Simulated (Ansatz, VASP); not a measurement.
# MgB5 in VASP and in Ansatz

```
Mg B
1.0
     4.28151    0.00000    0.00000
     1.84088    4.07685    0.00000
     0.08819    1.00002    6.07737
Mg B
2 10
Direct
  0.37236 0.32365 0.22593
  0.95315 0.26983 0.65088
  0.42505 0.78103 0.44535
  0.90518 0.75806 0.83462
  0.85941 0.85028 0.10222
  0.53039 0.77665 0.72553
  0.83219 0.79329 0.38949
  0.22745 0.82741 0.93278
  0.78888 0.50130 0.29113
  0.34773 0.49808 0.79287
  0.99726 0.06212 0.30641
  0.50395 0.07228 0.88381
```

Change from the starting cell: the structure that the rattled cell fell into.

Alike in both runs: task single point; functional PBE; k mesh 4 × 4 × 4; occupations gaussian, width 0.1 eV; no spin polarisation.

|  | VASP | Ansatz |
| --- | --- | --- |
| version | VASP 6.6.1 | Ansatz 0.2.0 |
| potentials or method | VASP PAW PBE potentials, release 64 (Mg, B), cutoff 520 eV | scalar-relativistic, plane waves, PAW |
| valence electrons in the cell | 34 | 50 |

VASP gave:

- gap on the k mesh at the Fermi level (eV): none
- pressure (GPa): -0.1
- traceless stress, the component that is largest in VASP (GPa): -0.75
- rms of the force components (eV/Å): 0.074

Problem. Estimate Ansatz's values.

Solution. gap on the k mesh at the Fermi level (eV): none; pressure (GPa): 0.0; traceless stress, the component that is largest in VASP (GPa): -0.75; rms of the force components (eV/Å): 0.073.

Atom by atom the forces differ by 0.007 eV/Å (rms over components). A gap of «none» marks a metal or a gap that the smearing closes. With one functional, cell and mesh, what is left measures potentials, basis and numerics. VASP's potentials hold 34 valence electrons a cell and Ansatz's 50, so a difference there can come from the potentials and not from the codes.

The k mesh is coarse, so the values compare programs but aren't converged.
